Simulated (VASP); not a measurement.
# KLuSe2 in VASP: notebook

Runs on KLuSe2. Level: PBE. Tasks: single point.

All numbers are computed with VASP 6.6.1; they aren't measurements. Logs are shortened: lines on timing, memory, paths and dates and some standing lists are left out, and cuts for length are marked.

## 1. The cell of the first run

The cell holds an amorphous packing of atoms, 4 atoms: a = 4.664 Å, b = 4.714 Å, c = 5.352 Å, α = 83.41°, β = 98.75°, γ = 85.85°.

## 2. Single point, PBE

Contents of INCAR:

```
SYSTEM = KLuSe2
ALGO     = Normal         ! electronic algorithm
EDIFF    = 1E-6           ! SCF threshold, eV
ENCUT    = 520            ! plane-wave cutoff, eV
GGA      = PE             ! functional
ISIF     = 2              ! what is computed and relaxed
ISMEAR   = -1             ! smearing method
LASPH    = .True.         ! aspherical terms in the spheres
LCHARG   = .False.        ! write CHGCAR
LREAL    = .False.        ! projectors in reciprocal space
LWAVE    = .False.        ! write WAVECAR
NBANDS   = 31             ! bands
NELM     = 80             ! most SCF steps
PREC     = Accurate       ! precision mode
SIGMA    = 0.05           ! smearing width, eV
```

Contents of KPOINTS:

```
k-points
0
Gamma
  3 3 3
  0 0 0
```

Contents of POSCAR:

```
KLuSe2
1.0
    4.6507660000     -0.0266020000     -0.3557710000
    0.4235580000      4.6403720000      0.7166690000
   -0.4093540000     -0.1619940000      5.3340690000
Lu K Se
1 1 2
Direct
    0.2237835728      0.4046713943      0.4808987777
    0.7016714588      0.9149442404      0.2406247806
    0.5203949212      0.8488525424      0.7052484921
    0.0767392418      0.0097479507      0.8827715845
```

Potentials or basis: VASP PAW PBE potentials, release 64 (Lu, K_sv, Se).

Started as:

```sh
$ cat potpaw_PBE.64/Lu/POTCAR potpaw_PBE.64/K_sv/POTCAR potpaw_PBE.64/Se/POTCAR > POTCAR
$ mpirun -np 1 vasp_std > vasp.out
```

OUTCAR:

```text
SYSTEM = KLuSe2
   EDIFF = 1E-6
   ENCUT = 520
   GGA = PE
   ISIF = 2
   ISMEAR = -1
   LASPH = .True.
   LREAL = .False.
   NELM = 80
   PREC = Accurate

 ion  position               nearest neighbor table
   1  0.224  0.405  0.481-   3 2.87   4 2.88   3 2.91   2 3.30   2 3.57   2 3.65   2 3.67
   2  0.702  0.915  0.241-   3 2.74   4 2.80   3 2.92   4 3.21   1 3.30   1 3.57   1 3.65   1 3.67

   3  0.520  0.849  0.705-   4 2.51   2 2.74   1 2.87   1 2.91   2 2.92
   4  0.077  0.010  0.883-   3 2.51   2 2.80   1 2.88   2 3.21

  LATTYP: Found a triclinic cell.
 ALAT       =     4.7144531107
 B/A-ratio  =     1.4567421061
 C/A-ratio  =     3.1363131708
 COS(alpha) =     0.0003819247
 COS(beta)  =     0.6335993805
 COS(gamma) =     0.7356162220

  Lattice vectors:

 A1 = (  -0.4235580000,  -4.6403720000,  -0.7166690000)
 A2 = (  -5.0743240000,  -4.6137700000,  -0.3608980000)
 A3 = (   8.8637700000,  -9.1719540000,  -7.4789490000)

Analysis of symmetry for initial positions (statically):
=====================================================================
 Subroutine PRICEL returns:
 Original cell was already a primitive cell.

 Routine SETGRP: Setting up the symmetry group for a
 triclinic supercell.

 Subroutine GETGRP returns: Found  1 space group operations
 (whereof  1 operations were pure point group operations)
 out of a pool of  2 trial point group operations.

The static configuration has the point symmetry C_1 .

Analysis of symmetry for dynamics (positions and initial velocities):
=====================================================================
 Subroutine PRICEL returns:
 Original cell was already a primitive cell.

 Routine SETGRP: Setting up the symmetry group for a
 triclinic supercell.

 Subroutine GETGRP returns: Found  1 space group operations
 (whereof  1 operations were pure point group operations)
 out of a pool of  2 trial point group operations.

The dynamic configuration has the point symmetry C_1 .

 Subroutine INISYM returns: Found  1 space group operations
 (whereof  1 operations are pure point group operations),
 and found     1 'primitive' translations

----------------------------------------------------------------------------------------

                                     Primitive cell
[... 79 lines left out ...]
   LNONCOLLINEAR =      F non collinear calculations
   LSORBIT =      F    spin-orbit coupling
   LASPH  =      T    aspherical Exc in radial PAW
   ENCUT  =  520.0 eV  38.22 Ry    6.18 a.u.   8.67  8.77  9.95*2*pi/ulx,y,z
   NELM   =     80;   NELMIN=  2; NELMDL= -5     # of ELM steps
   EDIFF  = 0.1E-05   stopping-criterion for ELM
   LREAL  =      F    real-space projection
   EDIFFG = 0.1E-04   stopping-criterion for IOM
   NSW    =      0    number of steps for IOM
   IBRION =     -1    ionic relax: 0-MD 1-quasi-New 2-CG
   NFREE  =      0    steps in history (QN), initial steepest desc. (CG)
   ISIF   =      2    stress and relaxation
   ISYM   =      2    0-nonsym 1-usesym 2-fastsym
   POTIM  = 0.5000    time-step for ionic-motion
   TEBEG  =    0.0;   TEEND  =   0.0 temperature during run
   PSTRESS=    0.0 pullay stress
   NELECT =      46.0000    total number of electrons
   NUPDOWN=      -1.0000    fix difference up-down
   EMIN   =  10.00;   EMAX   =-10.00  energy-range for DOS
   EFERMI =   0.00;   METHOD = LEGACY
   ISMEAR =    -1;   SIGMA  =   0.05  broadening in eV -4-tet -1-fermi 0-gaus
   EFERMI_NEDOS =   21; number of points for ismear=-14 and -15
   IALGO  =     38    algorithm
   IMIX   =      4    mixing-type and parameters
     AMIX     =   0.40;   BMIX     =  1.00
     AMIX_MAG =   1.60;   BMIX_MAG =  1.00
  volume/ion in A,a.u.               =      28.77       194.14
  Fermi-wavevector in a.u.,A,eV,Ry     =   1.205971  2.278955 19.787856  1.454366
  Thomas-Fermi vector in A             =   2.341652
   LORBIT       =      0    0 simple, 1 ext, 2 COOP (PROOUT), +10 PAW based schemes
   GGA     = PE    functional components
   LHFCALC =     F    Hartree Fock is set to
   AEXX    =    0.0000 exact exchange contribution
   IVDW    =     0    specifies the selected vdW correction
   LEPSILON=     F    determine dielectric tensor
   LRPA    =     F    only Hartree local field effects (RPA)
 non-spin polarized calculation
  energy-cutoff  :      520.00
  volume of cell :      115.07
 maximum number of plane-waves:      3113
   NGX = 17   NGY = 17   NGZ = 19

 number of electron      46.0000009 magnetization

 Free energy of the ion-electron system (eV)
  ---------------------------------------------------
  ext. energy  EPLUGINS =         0.00000000
  ---------------------------------------------------
  free energy    TOTEN  =       -12.84746064 eV

  energy without entropy =      -12.82601379  energy(sigma->0) =      -12.83673722

 E-fermi :   3.0646     XC(G=0):  -9.0574

 val. band max:        2.9625529213   @ k =   0.3333   0.0000   0.3333
 cond. band min:       3.0858967488   @ k =  -0.0000   0.0000   0.3333
 fundamental gap:      0.1233438275
 Fermi energy:         3.0646089256

 k-point     1 :       0.0000    0.0000    0.0000
  band No.  band energies     occupation
      1     -54.8830      2.00000
      2     -27.7384      2.00000
      3     -25.5832      2.00000
      4     -25.5255      2.00000
      5     -25.4227      2.00000
      6     -12.0455      2.00000
[... 465 lines left out ...]
     30       7.1211      0.00000
     31       7.5919      0.00000

------------------------ aborting loop because EDIFF is reached ----------------------------------------

  FORCE on cell =-STRESS in cart. coord.  units (eV):
  Direction    XX          YY          ZZ          XY          YZ          ZX
  --------------------------------------------------------------------------------------
  -------------------------------------------------------------------------------------
  Total        9.8134400      0.2446464      4.6944806     -0.9706178     -0.3475521     -3.2542466
  in kB      136.6344728      3.4062598     65.3621854    -13.5141048     -4.8390369    -45.3095216
  external PRESSURE =      68.4676393 kB  Pullay stress =       0.0000000 kB

 VOLUME and BASIS-vectors are now :
 -----------------------------------------------------------------------------
  energy-cutoff  :      520.00
  volume of cell :      115.07
      direct lattice vectors                 reciprocal lattice vectors
     4.650766000 -0.026602000 -0.355771000     0.216108621 -0.022183048  0.015911194
     0.423558000  4.640372000  0.716669000     0.001733947  0.214315925  0.006641776
    -0.409354000 -0.161994000  5.334069000     0.014181015 -0.030274386  0.187643014

 POSITION                                       TOTAL-FORCE (eV/Angst)
 -----------------------------------------------------------------------------------
      1.01531      1.79397      2.77555         0.309781     -0.661474      1.014822
      3.55234      4.18804      1.68959        -0.089565      0.534818     -0.491903
      2.49108      3.81090      4.18505        -0.779241     -1.071602     -0.457520
     -0.00034     -0.09981      4.68845         0.559025      1.198258     -0.065399
 -----------------------------------------------------------------------------------
    total drift:                               -0.000580     -0.000108      0.000095

  FREE ENERGIE OF THE ION-ELECTRON SYSTEM (eV)
  ---------------------------------------------------
  free  energy   TOTEN  =       -12.8474606374 eV

  energy  without entropy=      -12.8260137932  energy(sigma->0) =      -12.83673722
```

OSZICAR:

```text
N       E                     dE             d eps       ncg     rms          rms(c)
DAV:   1     0.323077239849E+03    0.32308E+03   -0.18930E+04  1246   0.372E+03
DAV:   2     0.273591619940E+02   -0.29572E+03   -0.28137E+03  1030   0.637E+02
DAV:   3    -0.105324804522E+02   -0.37892E+02   -0.36702E+02  1268   0.120E+02
DAV:   4    -0.136792302076E+02   -0.31467E+01   -0.30905E+01  1382   0.314E+01
DAV:   5    -0.138016592239E+02   -0.12243E+00   -0.12233E+00  1299   0.478E+00    0.118E+01
DAV:   6    -0.128895345067E+02    0.91212E+00   -0.49827E+00  1461   0.345E+01    0.699E+00
DAV:   7    -0.128552924865E+02    0.34242E-01   -0.49239E-01  1076   0.529E+00    0.401E+00
DAV:   8    -0.128464953981E+02    0.87971E-02   -0.80782E-02  1281   0.242E+00    0.327E-01
DAV:   9    -0.128469643916E+02   -0.46899E-03   -0.11695E-02  1186   0.110E+00    0.203E-01
DAV:  10    -0.128473496250E+02   -0.38523E-03   -0.18352E-03  1315   0.283E-01    0.908E-02
DAV:  11    -0.128474493193E+02   -0.99694E-04   -0.20992E-04  1193   0.968E-02    0.268E-02
DAV:  12    -0.128474584273E+02   -0.91080E-05   -0.49230E-05  1174   0.611E-02    0.891E-03
DAV:  13    -0.128474603601E+02   -0.19328E-05   -0.78733E-06  1169   0.271E-02    0.508E-03
DAV:  14    -0.128474606374E+02   -0.27729E-06   -0.12684E-06   782   0.749E-03
   1 F= -.12847461E+02 E0= -.12836737E+02  d E =-.214468E-01
```

stdout:

```text
POSCAR found type information on POSCAR LuK Se
 POSCAR found :  3 types and       4 ions
 scaLAPACK will be used
 LDA part: xc-table for (Slater+PW92), standard interpolation
 POSCAR, INCAR and KPOINTS ok, starting setup
 FFT: planning ... GRIDC
 FFT: planning ... GRID_SOFT
 FFT: planning ... GRID
 WAVECAR not read
 entering main loop
```

Run time: 27 s. Hardware: 1 thread of Intel Xeon 6975P-C (Granite Rapids), shared host; peak memory 0.25 GiB.

What came out:

```
Free energy            : -12.8475 eV
Pressure               : 6.8 GPa
Largest force          : 1.402 eV/Å
Band gap on the k mesh : zero (band 23 reaches 3.11 eV, above the bottom of band 24 at 3.09 eV)
```

Forces in eV/Å, atoms in the order of the input:
```
Lu   0.310 -0.661  1.015
K   -0.090  0.535 -0.492
Se  -0.779 -1.072 -0.458
Se   0.559  1.198 -0.065
```

Levels at points of the mesh, in eV from the Fermi level:
| k point | band 19 | band 20 | band 21 | band 22 | band 23 | band 24 | band 25 | band 26 | band 27 | band 28 |
| --- | --- | --- | --- | --- | --- | --- | --- | --- | --- | --- |
| (0.00, 0.00, 0.00) | -4.14 | -3.89 | -2.95 | -2.62 | -1.24 | 0.44 | 1.04 | 1.40 | 1.68 | 2.28 |

Caveat: the k points lie up to 0.46 Å⁻¹ apart; spin-orbit coupling is left out, which moves the levels of the heavy elements.

## 3. Single point, PBE

Contents of INCAR:

```
  ALGO = Normal
  EDIFF = 1E-6
  ENCUT = 520
  GGA = PE
  ISIF = 2
  ISMEAR = -1
  LASPH = T
  LCHARG = T
  LELF = T
  LREAL = F
  LVHAR = T
  LWAVE = F
  NBANDS = 31
  NELM = 80
  PREC = Accurate
  SIGMA = 0.05
```

Contents of KPOINTS:

```
k-points
0
Gamma
  3 3 3
```

Contents of POSCAR:

```
KLuSe2
1.0
    4.6507660000     -0.0266020000     -0.3557710000
    0.4235580000      4.6403720000      0.7166690000
   -0.4093540000     -0.1619940000      5.3340690000
Lu K Se
1 1 2
Direct
    0.2176642638      0.3995019480      0.4863658440
    0.7433407450      0.9224284503      0.2402854566
    0.5045371513      0.8424321542      0.6850308231
    0.0855245322      0.0239163931      0.8910443436
```

Potentials or basis: VASP PAW PBE potentials, release 64 (Lu, K_sv, Se).

Started as:

```sh
$ cat potpaw_PBE.64/Lu/POTCAR potpaw_PBE.64/K_sv/POTCAR potpaw_PBE.64/Se/POTCAR > POTCAR
$ mpirun -np 1 vasp_std > vasp.out
```

It took 26 s on 1 thread of Intel Xeon 6975P-C (Granite Rapids), shared host; peak memory 0.25 GiB.

The run converged. Its results:

- Free energy: -13.0735 eV
- Pressure: 7.0 GPa
- Largest force: 2.004 eV/Å
- Band gap on the k mesh: 0.07 eV, indirect (least direct gap 0.26 eV)

Forces in eV/Å, atoms in the order of the input:
```
Lu   0.534 -0.721  0.897
K   -0.978  0.400 -0.112
Se  -0.551 -1.418 -0.805
Se   0.996  1.739  0.019
```

Stress tensor (GPa, compression positive):
```
13.09 -0.92 -6.22
-0.92  1.44 -0.70
-6.22 -0.70  6.50
```

Levels at points of the mesh, in eV from the valence-band top:
```
           k point  band 19  band 20  band 21  band 22  band 23  band 24  band 25  band 26  band 27  band 28
(0.00, 0.00, 0.00)    -3.97    -3.84    -2.85    -2.66    -1.08     0.34     1.19     1.62     1.88     2.50
```

Caveat: the k points lie up to 0.46 Å⁻¹ apart; spin-orbit coupling is left out, which moves the levels of the heavy elements.

## 4. Single point, PBE

Contents of INCAR:

```
SYSTEM = KLuSe2
PREC = Accurate ; ENCUT = 520
EDIFF = 1E-6 ; ISMEAR = -1
SIGMA = 0.05 ; LREAL = .False.
LASPH = .True. ; NELM = 80
ALGO = Normal ; ISIF = 2
LWAVE = .False. ; LCHARG = .False.
GGA = PE ; NBANDS = 31
```

Contents of KPOINTS:

```
regular mesh
0
Gamma
  3 3 3
  0 0 0
```

Contents of POSCAR:

```
KLuSe2
1.0
    4.6507660000     -0.0266020000     -0.3557710000
    0.4235580000      4.6403720000      0.7166690000
   -0.4093540000     -0.1619940000      5.3340690000
Lu K Se
1 1 2
Direct
    0.2133472933      0.3932639955      0.4933686957
    0.7727716168      0.9328915326      0.2379129871
    0.4877141525      0.8299721183      0.6638159843
    0.0973412274      0.0450168379      0.8979184584
```

Started as:

```sh
$ cat potpaw_PBE.64/Lu/POTCAR potpaw_PBE.64/K_sv/POTCAR potpaw_PBE.64/Se/POTCAR > POTCAR
$ mpirun -np 1 vasp_std > vasp.out
```

Wall time 28 s (1 thread of Intel Xeon 6975P-C (Granite Rapids), shared host); peak memory 0.25 GiB.

The run converged. Its results:

```
Free energy            : -13.3892 eV
Pressure               : 7.8 GPa
Largest force          : 2.465 eV/Å
Band gap on the k mesh : 0.21 eV, direct
```

Forces in eV/Å, atoms in the order of the input:
```
Lu   0.451 -0.756  0.552
K   -1.692  0.084  0.389
Se  -0.011 -1.450 -0.859
Se   1.252  2.122 -0.083
```

Stress tensor (GPa, compression positive):
```
12.20  0.35 -7.36
 0.35  3.69 -1.03
-7.36 -1.03  7.49
```

Levels at points of the mesh, in eV from the valence-band top:
```tsv
k point	band 20	band 21	band 22	band 23	band 24	band 25	band 26	band 27
(0.00, 0.00, 0.00)	-3.50	-2.81	-2.54	-0.82	0.22	1.49	1.87	2.31
```

Caveat: the k points lie up to 0.46 Å⁻¹ apart; spin-orbit coupling is left out, which moves the levels of the heavy elements.
